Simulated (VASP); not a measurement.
Write the native input for VASP 6.6.1 that does the following.

```yaml
Task: single point
Functional: BLYP
Potentials_or_basis: VASP PAW PBE potentials, release 64 (Mn_pv)
Cutoff: 520 eV
k_mesh: 16 × 16 × 9
Occupations: fermi-dirac, width 0.1 eV
Spin: no spin polarisation
Dipole_correction: no
Further_INCAR_settings: ALGO = Normal; EDIFF = 1e-07; NBANDS = 20
```

The structure of Mn lies in POSCAR:

```
Mn
1.0
    2.4825247241      0.0000000000      0.0000000000
   -1.2412623620      2.1499294766      0.0000000000
    0.0000000000      0.0000000000      3.9978320791
Mn
2
Direct
    0.3333333333      0.6666666667      0.2500000000
    0.6666666667      0.3333333333      0.7500000000
```

This cell differs from its parent crystal: volume scaled by 0.96.

These files were run (other wordings do the same):

INCAR

```
SYSTEM = Mn
PREC = Accurate
ENCUT = 520
EDIFF = 1E-7
ISMEAR = -1
SIGMA = 0.1
LREAL = .False.
LASPH = .True.
NELM = 60
ALGO = Normal
ISIF = 2
LWAVE = .False.
LCHARG = .False.
GGA = B5
ALDAX = 1.0
AGGAX = 1.0
AGGAC = 1.0
ALDAC = 0.0
NBANDS = 20
```

KPOINTS

```
regular mesh
0
Gamma
  16 16 9
  0 0 0
```

Potentials or basis: VASP PAW PBE potentials, release 64 (Mn_pv).

The run is started by

```console
$ cat potpaw_PBE.64/Mn_pv/POTCAR > POTCAR
$ mpirun -np 1 vasp_std > vasp.out
```

Results of the run:

```json
{
  "Pressure": "11.3 GPa",
  "Band gap on the k mesh": "zero (band 13 reaches 11.93 eV, above the bottom of band 14 at 9.94 eV)"
}
```

Caveat: the PAW data sets were made with another functional, which shifts forces and pressure a little; the run has no spin polarisation, though such a crystal can be magnetic.

Run time: 62 s on 1 thread of AMD EPYC 7R13 Processor (Zen 3) (shared host), peak memory 0.13 GiB.
